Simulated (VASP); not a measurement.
Wanted: the native input for a VASP 6.6.1 run.

```
Task                   : relaxation of cell and atoms
Functional             : PBE
Potentials or basis    : VASP PAW PBE potentials, release 64 (W_sv, F)
Cutoff                 : 600 eV
k mesh                 : 5 × 5 × 5
Occupations            : gaussian, width 0.2 eV
Spin                   : no spin polarisation
Dipole correction      : no
Further INCAR settings : ALGO = Normal; EDIFF = 1e-07; IBRION = 2; EDIFFG = -0.08; NSW = 36; ISIF = 3
```

The structure of WF3 lies in POSCAR:

```
WF3
1.0
    3.6831339500      0.0000000000      0.0000000000
    0.0000000000      3.6831339500      0.0000000000
    0.0000000000      0.0000000000      3.6831339500
W F
1 3
Direct
    0.0000000000      0.0000000000      0.0000000000
    0.5000000000      0.0000000000      0.5000000000
    0.0000000000      0.5000000000      0.5000000000
    0.5000000000      0.5000000000      0.0000000000
```

The cell was generated, and may not be a known phase.

These files were run (other wordings do the same):

INCAR

```
ALGO     = Normal         # electronic algorithm
EDIFF    = 1E-7           # SCF threshold, eV
EDIFFG   = -0.08          # ionic threshold
ENCUT    = 600            # plane-wave cutoff, eV
GGA      = PE             # functional
GGA_COMPAT= F            
IBRION   = 2              # ionic algorithm
ISIF     = 3              # what is computed and relaxed
ISMEAR   = 0              # smearing method
LASPH    = T              # aspherical terms in the spheres
LCHARG   = F              # write CHGCAR
LREAL    = F              # projectors in reciprocal space
LWAVE    = F              # write WAVECAR
NELM     = 120            # most SCF steps
NELMIN   = 4            
NSW      = 36             # ionic steps
PREC     = Accurate       # precision mode
SIGMA    = 0.2            # smearing width, eV
```

KPOINTS

```
k-points
0
Gamma
  5 5 5
```

Potentials or basis: VASP PAW PBE potentials, release 64 (W_sv, F).

Command:

```bash
$ cat potpaw_PBE.64/W_sv/POTCAR potpaw_PBE.64/F/POTCAR > POTCAR
$ mpirun -np 1 vasp_std > vasp.out
```

Results of the run:

The relaxed volume is 9.84 Å³/atom. The relaxed cell is a = 3.402 Å, b = 3.402 Å, c = 3.402 Å, α = 90.00°, β = 90.00°, γ = 90.00°, the space group after relaxing (to 0.1 Å) is Pm-3m (No. 221) and the energy gained by relaxing is 260.0 meV/atom. The ionic steps are 3. The pressure after relaxing is 0.0 GPa and the band gap on the k mesh is zero (an odd number of electrons rules out a gap without spin polarisation).

Caveat: the volume moved by over 15 % at a fixed basis, so the end points are rough; the highest band is partly filled, so the run has too few bands; spin-orbit coupling is left out, which moves the levels of the heavy elements; an odd number of electrons without spin polarisation forces a metal; a magnetic or distorted state may lie lower.

Wall time 68 s on 1 thread of Intel Xeon 8259CL, on a shared host, peak memory 0.18 GiB.
